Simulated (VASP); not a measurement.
Input of a VASP 6.6.1 run:

INCAR

```
  ALGO = Normal
  EDIFF = 1E-7
  ENCUT = 520
  GGA = PE
  ISIF = 2
  ISMEAR = 1
  LASPH = True
  LCHARG = False
  LREAL = False
  LWAVE = False
  NBANDS = 8
  NELM = 60
  PREC = Accurate
  SIGMA = 0.1
```

Contents of KPOINTS:

```
k-points
0
Gamma
  8 9 8
```

File POSCAR:

```
Al
1.0
   -1.5759003900      1.6569236100      1.6579838500
    1.4794763400     -1.5976414500      1.5022776300
    1.6144548200      1.6361958800     -1.5987016800
Al
1
Direct
    0.0000000000      0.0000000000      0.0000000000
```

Potentials or basis: VASP PAW PBE potentials, release 64 (Al).

The run is started by

```console
$ cat potpaw_PBE.64/Al/POTCAR > POTCAR
$ mpirun -np 1 vasp_std > vasp.out
```

Q: Estimate the band gap on the k mesh.

A: Zero (an odd number of electrons rules out a gap without spin polarisation).

Q: Predict the pressure.

A: 4.0 GPa.

Stress tensor (GPa, compression positive):
```
 2.29 -1.78  3.13
-1.78  6.81 -2.60
 3.13 -2.60  3.02
```

Caveat: the cell stands under pressure.
